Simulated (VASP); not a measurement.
# SnO2 (C222_1) in VASP: a series of runs

The runs below take SnO2 through single point, with PBEsol+D3(BJ).

Program: VASP 6.6.1. These are calculated values, not measurements. Logs are shortened: lines on timing, memory, paths and dates and some standing lists are left out, and cuts for length are marked.

## Step 1: The cell of the first run

Symmetry: C222_1, No. 20, orthorhombic system. The conventional cell has a = 3.178 Å, b = 5.504 Å, c = 10.113 Å, α = 90.00°, β = 90.00°, γ = 90.00°. Sn (site symmetry 2) has 6 O at 2.09 to 2.10 Å within 2.8 Å. Within 2.8 Å of O (site symmetry 1) lie 3 Sn at 2.09 to 2.10 Å and 3 O at 2.73 Å.

## Step 2: Single point, PBEsol+D3(BJ) (atoms displaced along a vibrational mode)

INCAR reads:

```
ALGO = Normal ; EDIFF = 1E-7
ENCUT = 520 ; GGA = PS
ISIF = 2 ; ISMEAR = 0
IVDW = 12 ; LASPH = True
LCHARG = True ; LELF = True
LREAL = False ; LVHAR = True
LWAVE = False ; NBANDS = 35
NELM = 80 ; PREC = Accurate
SIGMA = 0.05
```

KPOINTS reads:

```
k-points
0
Gamma
  12 12 4
```

POSCAR reads:

```
SnO2
1.0
    3.1779419946      0.0000000000      0.0000000000
   -1.5889709973      2.7521784991      0.0000000000
    0.0000000000      0.0000000000     10.1134263721
Sn O
2 4
Direct
   -0.1948457596      0.0000000000      0.5000000000
    0.1948457596      0.0000000000      0.0000000000
    0.4690545010      0.3333333333      0.4003665319
    0.8642788324      0.3333333333      0.0996334681
    0.1357211676      0.6666666667      0.5996334681
    0.5309454990      0.6666666667      0.9003665319
```

Potentials or basis: VASP PAW PBE potentials, release 64 (Sn_d, O).

Started as:

```
cat potpaw_PBE.64/Sn_d/POTCAR potpaw_PBE.64/O/POTCAR > POTCAR
mpirun -np 1 vasp_std > vasp.out
```

OUTCAR:

```text
EDIFF = 1E-7
   ENCUT = 520
   GGA = PS
   ISIF = 2
   ISMEAR = 0
   IVDW = 12
   LASPH = True
   LREAL = False
   NELM = 80
   PREC = Accurate
 IVDW          = 12

 ion  position               nearest neighbor table
   1  0.805  0.000  0.500-   5 2.09   3 2.09   3 2.09   5 2.09   3 2.10   5 2.10
   2  0.195  0.000  0.000-   4 2.09   6 2.09   6 2.09   4 2.09   6 2.10   4 2.10
   3  0.469  0.333  0.400-   1 2.09   1 2.09   1 2.10
   4  0.864  0.333  0.100-   2 2.09   2 2.09   2 2.10
   5  0.136  0.667  0.600-   1 2.09   1 2.09   1 2.10
   6  0.531  0.667  0.900-   2 2.09   2 2.09   2 2.10

  LATTYP: Found a hexagonal cell.
 ALAT       =     3.1779419946
 C/A-ratio  =     3.1823823057

  Lattice vectors:

 A1 = (   3.1779419946,   0.0000000000,   0.0000000000)
 A2 = (  -1.5889709973,   2.7521784991,   0.0000000000)
 A3 = (   0.0000000000,   0.0000000000,  10.1134263721)

Analysis of symmetry for initial positions (statically):
=====================================================================
 Subroutine PRICEL returns:
 Original cell was already a primitive cell.

 Routine SETGRP: Setting up the symmetry group for a
 hexagonal supercell.

 Subroutine GETGRP returns: Found  4 space group operations
 (whereof  2 operations were pure point group operations)
 out of a pool of 24 trial point group operations.

The static configuration has the point symmetry C_2 .
 The point group associated with its full space group is D_2 .

Analysis of symmetry for dynamics (positions and initial velocities):
=====================================================================
 Subroutine PRICEL returns:
 Original cell was already a primitive cell.

 Routine SETGRP: Setting up the symmetry group for a
 hexagonal supercell.

 Subroutine GETGRP returns: Found  4 space group operations
 (whereof  2 operations were pure point group operations)
 out of a pool of 24 trial point group operations.

The dynamic configuration has the point symmetry C_2 .
 The point group associated with its full space group is D_2 .

 Subroutine INISYM returns: Found  4 space group operations
 (whereof  2 operations are pure point group operations),
 and found     1 'primitive' translations

----------------------------------------------------------------------------------------

                                     Primitive cell

  volume of cell :      88.4547

  direct lattice vectors                    reciprocal lattice vectors
     3.177941995  0.000000000  0.000000000     0.314669054  0.181674263  0.000000000
    -1.588970997  2.752178499  0.000000000     0.000000000  0.363348526  0.000000000
     0.000000000  0.000000000 10.113426372     0.000000000  0.000000000  0.098878458

  length of vectors
     3.177941995  3.177941995 10.113426372     0.363348526  0.363348526  0.098878458

  position of ions in fractional coordinates (direct lattice)
     0.805154240  0.000000000  0.500000000
     0.194845760  0.000000000  0.000000000
     0.469054501  0.333333333  0.400366532
     0.864278832  0.333333333  0.099633468
     0.135721168  0.666666667  0.599633468
     0.530945499  0.666666667  0.900366532

  ion indices of the primitive-cell ions
   primitive index   ion index
                 1           1
                 2           2
                 3           3
                 4           4
                 5           5
                 6           6

----------------------------------------------------------------------------------------

 KPOINTS: k-points

Automatic generation of k-mesh.
 Grid dimensions read from file:
 generate k-points for:   12   12    4

 Generating k-lattice:

  Cartesian coordinates                     Fractional coordinates (reciprocal lattice)
     0.026222421  0.015139522  0.000000000     0.083333333 -0.000000000  0.000000000
     0.000000000  0.030279044  0.000000000     0.000000000  0.083333333  0.000000000
     0.000000000  0.000000000  0.024719614     0.000000000  0.000000000  0.250000000

  Length of vectors
     0.030279044  0.030279044  0.024719614

  Shift w.r.t. Gamma in fractional coordinates (k-lattice)
     0.000000000  0.000000000  0.000000000

 Subroutine IBZKPT returns following result:
 ===========================================

 Found    129 irreducible k-points:

 Following reciprocal coordinates:
            Coordinates               Weight
  0.000000  0.000000  0.000000      1.000000
  0.083333  0.000000  0.000000      4.000000
  0.000000  0.083333  0.000000      2.000000
  0.166667  0.000000  0.000000      4.000000
  0.000000  0.166667  0.000000      2.000000
  0.250000  0.000000  0.000000      4.000000
[... 16 lines left out ...]
 -0.083333  0.416667  0.000000      4.000000
 -0.416667  0.333333  0.000000      4.000000
 [... further k-points ...]
   k-points           NKPTS =    129   k-points in BZ     NKDIM =    129   number of bands    NBANDS=     35
   number of dos      NEDOS =    301   number of ions     NIONS =      6
   total plane-waves  NPLWV =  46080
   dimension x,y,z NGX =    24 NGY =   24 NGZ =   80
   dimension x,y,z NGXF=    48 NGYF=   48 NGZF=  160
   ions per type =               2   4
   NGX,Y,Z   is equivalent  to a cutoff of  12.55, 12.55, 13.15 a.u.
   NGXF,Y,Z  is equivalent  to a cutoff of  25.11, 25.11, 26.30 a.u.
 SYSTEM =  unknown system
   PREC   = accura    normal or accurate (medium, high low for compatibility)
   ISTART =      0    job   : 0-new  1-cont  2-samecut
   ICHARG =      2    charge: 1-file 2-atom 10-const
   ISPIN  =      1    spin polarized calculation?
   LNONCOLLINEAR =      F non collinear calculations
   LSORBIT =      F    spin-orbit coupling
   LASPH  =      T    aspherical Exc in radial PAW
   ENCUT  =  520.0 eV  38.22 Ry    6.18 a.u.   5.91  5.91 18.80*2*pi/ulx,y,z
   NELM   =     80;   NELMIN=  2; NELMDL= -5     # of ELM steps
   EDIFF  = 0.1E-06   stopping-criterion for ELM
   LREAL  =      F    real-space projection
   EDIFFG = 0.1E-05   stopping-criterion for IOM
   NSW    =      0    number of steps for IOM
   IBRION =     -1    ionic relax: 0-MD 1-quasi-New 2-CG
   NFREE  =      0    steps in history (QN), initial steepest desc. (CG)
   ISIF   =      2    stress and relaxation
   ISYM   =      2    0-nonsym 1-usesym 2-fastsym
   POTIM  = 0.5000    time-step for ionic-motion
   TEBEG  =    0.0;   TEEND  =   0.0 temperature during run
   PSTRESS=    0.0 pullay stress
   NELECT =      52.0000    total number of electrons
   NUPDOWN=      -1.0000    fix difference up-down
   EMIN   =  10.00;   EMAX   =-10.00  energy-range for DOS
   EFERMI =   0.00;   METHOD = LEGACY
   ISMEAR =     0;   SIGMA  =   0.05  broadening in eV -4-tet -1-fermi 0-gaus
   EFERMI_NEDOS =   21; number of points for ismear=-14 and -15
   IALGO  =     38    algorithm
   IMIX   =      4    mixing-type and parameters
     AMIX     =   0.40;   BMIX     =  1.00
     AMIX_MAG =   1.60;   BMIX_MAG =  1.00
  volume/ion in A,a.u.               =      14.74        99.49
  Fermi-wavevector in a.u.,A,eV,Ry     =   1.371415  2.591599 25.589564  1.880780
  Thomas-Fermi vector in A             =   2.497114
   LORBIT       =      0    0 simple, 1 ext, 2 COOP (PROOUT), +10 PAW based schemes
   GGA     = PS    functional components
   LHFCALC =     F    Hartree Fock is set to
   AEXX    =    0.0000 exact exchange contribution
   IVDW    =    12    specifies the selected vdW correction
   LEPSILON=     F    determine dielectric tensor
   LRPA    =     F    only Hartree local field effects (RPA)
 non-spin polarized calculation
 Gauss-broadening in eV      SIGMA  =   0.05
  energy-cutoff  :      520.00
  volume of cell :       88.45
 maximum number of plane-waves:      2400
   NGX = 11   NGY = 11   NGZ = 37

 number of electron      52.0000018 magnetization

 Free energy of the ion-electron system (eV)
  ---------------------------------------------------
  ext. energy  EPLUGINS =         0.00000000
  ---------------------------------------------------
  free energy    TOTEN  =       -38.56467307 eV

  energy without entropy =      -38.56467307  energy(sigma->0) =      -38.56467307

 E-fermi :   3.2263     XC(G=0):  -9.9743

 val. band max:        2.9102167478   @ k =  -0.1667   0.4167   0.0000
 cond. band min:       5.1872102050   @ k =   0.0000   0.0000   0.0000
 fundamental gap:      2.2769934571
 Fermi energy:         3.2262674643

 k-point     1 :       0.0000    0.0000    0.0000
  band No.  band energies     occupation
      1     -17.0235      2.00000
      2     -17.0216      2.00000
      3     -16.7310      2.00000
      4     -16.7310      2.00000
      5     -16.7308      2.00000
      6     -16.7307      2.00000
[... 27 lines left out ...]
     34      14.3401      0.00000
     35      14.3849      0.00000

 k-point     2 :       0.0833    0.0000    0.0000
  band No.  band energies     occupation
      1     -16.9874      2.00000
      2     -16.9858      2.00000
      3     -16.7976      2.00000
      4     -16.7969      2.00000
      5     -16.7132      2.00000
      6     -16.7132      2.00000
[... 27 lines left out ...]
     34      14.5118      0.00000
     35      14.5240      0.00000

 k-point     3 :       0.0000    0.0833    0.0000
  band No.  band energies     occupation
      1     -16.9875      2.00000
      2     -16.9858      2.00000
      3     -16.7981      2.00000
      4     -16.7972      2.00000
      5     -16.7128      2.00000
      6     -16.7127      2.00000
[... 27 lines left out ...]
     34      14.4833      0.00000
     35      14.5622      0.00000
[... 723 lines left out ...]
 k-point    23 :      -0.0833    0.4167    0.0000
  band No.  band energies     occupation
      1     -17.5264      2.00000
      2     -17.5216      2.00000
      3     -16.7019      2.00000
      4     -16.7013      2.00000
      5     -16.6373      2.00000
      6     -16.6368      2.00000
[... 27 lines left out ...]
     34      14.8578      0.00000
     35      15.0054      0.00000

 k-point    24 :      -0.4167    0.3333    0.0000
  band No.  band energies     occupation
      1     -17.5250      2.00000
      2     -17.5223      2.00000
      3     -16.7021      2.00000
      4     -16.7016      2.00000
      5     -16.6378      2.00000
      6     -16.6376      2.00000
[... 27 lines left out ...]
     34      14.8655      0.00000
     35      15.0331      0.00000

 [... further k-points ...]

------------------------ aborting loop because EDIFF is reached ----------------------------------------

 Edisp (eV)   -0.92349

 E8    (eV) :    -0.5813

  FORCE on cell =-STRESS in cart. coord.  units (eV):
  Direction    XX          YY          ZZ          XY          YZ          ZX
  --------------------------------------------------------------------------------------
  -------------------------------------------------------------------------------------
  Total       0.74955     0.52827    -0.66463     0.00000     0.00000     0.00000
  in kB      13.57657     9.56858   -12.03850     0.00000     0.00000     0.00000
  external pressure =        3.70 kB  Pullay stress =        0.00 kB

 VOLUME and BASIS-vectors are now :
 -----------------------------------------------------------------------------
  energy-cutoff  :      520.00
  volume of cell :       88.45
      direct lattice vectors                 reciprocal lattice vectors
     3.177941995  0.000000000  0.000000000     0.314669054  0.181674263  0.000000000
    -1.588970997  2.752178499  0.000000000     0.000000000  0.363348526  0.000000000
     0.000000000  0.000000000 10.113426372     0.000000000  0.000000000  0.098878458

 POSITION                                       TOTAL-FORCE (eV/Angst)
 -----------------------------------------------------------------------------------
      2.55873      0.00000      5.05671        -0.142333     -0.000000      0.000000
      0.61921      0.00000      0.00000         0.142333     -0.000000      0.000000
      0.96097      0.91739      4.04908         0.048504     -0.008188     -0.115888
      2.21697      0.91739      1.00764        -0.048504     -0.008188      0.115888
     -0.62800      1.83479      6.06435         0.048504      0.008188      0.115888
      0.62800      1.83479      9.10579        -0.048504      0.008188     -0.115888
 -----------------------------------------------------------------------------------
    total drift:                               -0.000000     -0.000000     -0.000000

  FREE ENERGIE OF THE ION-ELECTRON SYSTEM (eV)
  ---------------------------------------------------
  free  energy   TOTEN  =       -39.4881603899 eV

  energy  without entropy=      -39.4881603899  energy(sigma->0) =      -39.48816039
```

Wall time 13 min (1 thread of Intel Xeon 8259CL, shared host); peak memory 0.43 GiB.

Results:

| Property | Result |
| --- | --- |
| Free energy | -39.4882 eV |
| Pressure | 0.4 GPa |
| Largest force | 0.142 eV/Å |
| Band gap on the k mesh | 2.28 eV (least direct gap 2.62 eV) |
| Dispersion energy per atom | -0.154 eV |

Forces on the atoms (eV/Å):
```
Sn  -0.142  0.000  0.000
Sn   0.142  0.000  0.000
O    0.049 -0.008 -0.116
O   -0.049 -0.008  0.116
O    0.049  0.008  0.116
O   -0.049  0.008 -0.116
```

Caveat: the cell differs from its parent crystal (atoms displaced along a vibrational mode); the PAW data sets were made with another functional, which shifts forces and pressure a little; spin-orbit coupling is left out, which moves the levels of the heavy elements.

## Step 3: Single point, PBEsol+D3(BJ) (atoms displaced along a vibrational mode, the cell strained)

INCAR reads:

```
PREC     = Accurate       # precision mode
ENCUT    = 520            # plane-wave cutoff, eV
EDIFF    = 1E-7           # SCF threshold, eV
ISMEAR   = 0              # smearing method
SIGMA    = 0.05           # smearing width, eV
LREAL    = F              # projectors in reciprocal space
LASPH    = T              # aspherical terms in the spheres
NELM     = 60             # most SCF steps
ALGO     = Normal         # electronic algorithm
ISIF     = 2              # what is computed and relaxed
LWAVE    = F              # write WAVECAR
LCHARG   = T              # write CHGCAR
GGA      = PS             # functional
IVDW     = 12             # dispersion correction
LELF     = T              # ELF
LVHAR    = T            
NBANDS   = 35             # bands
```

KPOINTS reads:

```
Automatic mesh
0
Gamma
  12 12 4
```

POSCAR reads:

```
SnO2
1.0
    3.2043189132      0.0000000000      0.0000000000
   -1.6021594566      2.7750215806      0.0000000000
    0.0000000000      0.0000000000     10.1973678110
Sn O
2 4
Direct
   -0.0649382444      0.0000000000      0.5000000000
    0.0649382444      0.0000000000      0.0000000000
    0.6008064337      0.3333333333      0.4003665319
    0.7325268996      0.3333333333      0.0996334681
    0.2674731004      0.6666666667      0.5996334681
    0.3991935663      0.6666666667      0.9003665319
```

Potentials or basis: VASP PAW PBE potentials, release 64 (Sn_d, O).

Started as:

```
cat potpaw_PBE.64/Sn_d/POTCAR potpaw_PBE.64/O/POTCAR > POTCAR
mpirun -np 1 vasp_std > vasp.out
```

Run time: 13 min. Hardware: 1 thread of Intel Xeon 8259CL, shared host; peak memory 0.44 GiB.

Results (log left out):

| Property | Result |
| --- | --- |
| Free energy | -39.4197 eV |
| Pressure | -3.0 GPa |
| Largest force | 0.208 eV/Å |
| Band gap on the k mesh | 2.01 eV (least direct gap 2.37 eV) |
| Dispersion energy per atom | -0.150 eV |

Forces on the atoms (eV/Å):
```
Sn  -0.046  0.000  0.000
Sn   0.046  0.000  0.000
O   -0.004 -0.002  0.208
O    0.004 -0.002 -0.208
O   -0.004  0.002 -0.208
O    0.004  0.002  0.208
```

Stress tensor (GPa, compression positive):
```
-3.33  0.00  0.00
 0.00 -3.40  0.00
 0.00  0.00 -2.16
```

Levels at points of the mesh, in eV from the valence-band top:
```tsv
k point	band 24	band 25	band 26	band 27	band 28	band 29
(0.00, 0.00, 0.00)	-0.93	-0.92	-0.36	2.01	2.96	5.30
(0.50, 0.00, 0.00)	-0.63	-0.58	-0.08	5.11	5.29	6.80
(0.00, 0.50, 0.00)	-0.64	-0.59	-0.06	5.10	5.30	6.78
(0.00, 0.00, 0.50)	-0.94	-0.84	-0.84	2.51	2.51	5.52
(0.50, 0.00, 0.50)	-0.62	-0.32	-0.32	5.20	5.20	7.13
(0.00, 0.50, 0.50)	-0.62	-0.32	-0.32	5.20	5.20	7.14
```

Caveat: the cell differs from its parent crystal (atoms displaced along a vibrational mode, the cell strained); the PAW data sets were made with another functional, which shifts forces and pressure a little; spin-orbit coupling is left out, which moves the levels of the heavy elements. A k mesh can miss the band edges.
